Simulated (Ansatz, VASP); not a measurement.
**Two plane-wave programs on Al3BP2**

INCAR

```
PREC = Accurate
ENCUT = 910
EDIFF = 1E-7
ISMEAR = 0
SIGMA = 0.1
LREAL = False
LASPH = True
NELM = 120
ALGO = Normal
ISIF = 3
LWAVE = False
LCHARG = False
GGA = PE
IBRION = 2
NSW = 90
EDIFFG = -0.04
GGA_COMPAT = False
NELMIN = 4
```

File KPOINTS:

```
Automatic mesh
0
Gamma
  6 6 4
```

POSCAR

```
Al3BP2
1.0
    4.0490983100      0.0000000000      0.0000000000
   -2.0245491500      3.5066220000      0.0000000000
    0.0000000000      0.0000000000      6.3560938600
Al B P
3 1 2
Direct
    0.5000000000      0.0000000000      0.0000000000
    0.0000000000      0.5000000000      0.0000000000
    0.5000000000      0.5000000000      0.0000000000
    0.0000000000      0.0000000000      0.5000000000
    0.3333333300      0.6666666700      0.5000000000
    0.6666666700      0.3333333300      0.5000000000
```

Input for Ansatz:

```yaml
crystal:
  lattice:
    - [4.04909831, 0.0, 0.0]
    - [-2.02454915, 3.506622, 0.0]
    - [0.0, 0.0, 6.35609386]
  atoms:
    - { symbol: Al, position: [0.5, 0.0, 0.0] }
    - { symbol: Al, position: [0.0, 0.5, 0.0] }
    - { symbol: Al, position: [0.5, 0.5, 0.0] }
    - { symbol: B, position: [0.0, 0.0, 0.5] }
    - { symbol: P, position: [0.33333333, 0.66666667, 0.5] }
    - { symbol: P, position: [0.66666667, 0.33333333, 0.5] }
basis:
  ecutwfc: 420
kpoints:
  mp_grid: { grid: [6, 6, 4] }
hamiltonian:
  xc: pbe
scf:
  occupations: { method: gaussian, width: 0.1 }
  lower_state_search: "off"
output:
  forces: true
  stress: true
  eigenvalues: true
relax:
  adjacent_minimum: "off"
  f_tol: 0.04
  max_steps: 70
  cell: { stress_tol: 0.4 }
```

Alike in both runs: task relaxation of cell and atoms; functional PBE; k mesh 6 × 6 × 4; occupations gaussian, width 0.1 eV; no spin polarisation.

|  | VASP | Ansatz |
| --- | --- | --- |
| version | VASP 6.6.1 | Ansatz 0.2.0 |
| potentials or method | VASP PAW PBE potentials, release 64 (Al, B_h, P), cutoff 910 eV | scalar-relativistic, plane waves, PAW |
| valence electrons in the cell | 22 | 22 |

|  | VASP | Ansatz | Ansatz less VASP |
| --- | --- | --- | --- |
| gap on the k mesh at the Fermi level, each at its own relaxed structure (eV) | none | none | - |
| relaxed volume (Å³/atom) | 18.05 | 17.93 | -0.127 |
| relaxed cell length with the largest relative difference (Å) | 3.485 | 3.643 | +0.1577 |

A gap of «none» marks a metal or a gap that the smearing closes.

Noted on VASP's run: the volume moved by over 15 % at a fixed basis, so the end points are rough.
